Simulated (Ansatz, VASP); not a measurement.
## Two plane-wave programs on ZrC

```
Zr C
1.0
     0.00000    2.35643    2.35643
     2.35643    0.00000    2.35643
     2.35643    2.35643    0.00000
Zr C
1 1
Direct
  0.00000 0.00000 0.00000
  0.50000 0.50000 0.50000
```

Alike in both runs: functional PBEsol; k mesh 13 × 13 × 13; occupations fermi-dirac, width 0.05 eV; no spin polarisation.

Ansatz relaxed the structure, and its values are those at the end. VASP's run is a single point on that final structure, the one shown.

|  | VASP | Ansatz |
| --- | --- | --- |
| version | VASP 6.6.1 | Ansatz 0.2.0 |
| potentials or method | VASP PAW PBE potentials, release 64 (Zr_sv, C) | PAW with Ansatz's default frozen-core files, scalar-relativistic |
| plane-wave cutoff (eV) | 520 | 420 |
| valence electrons in the cell | 16 | 16 |

|  | VASP | Ansatz | Ansatz less VASP |
| --- | --- | --- | --- |
| pressure (GPa) | -5.9 | -6.2 | -0.35 |

VASP's potentials were made for PBE, not for PBEsol. Ansatz's warnings: stress scf threshold loose.
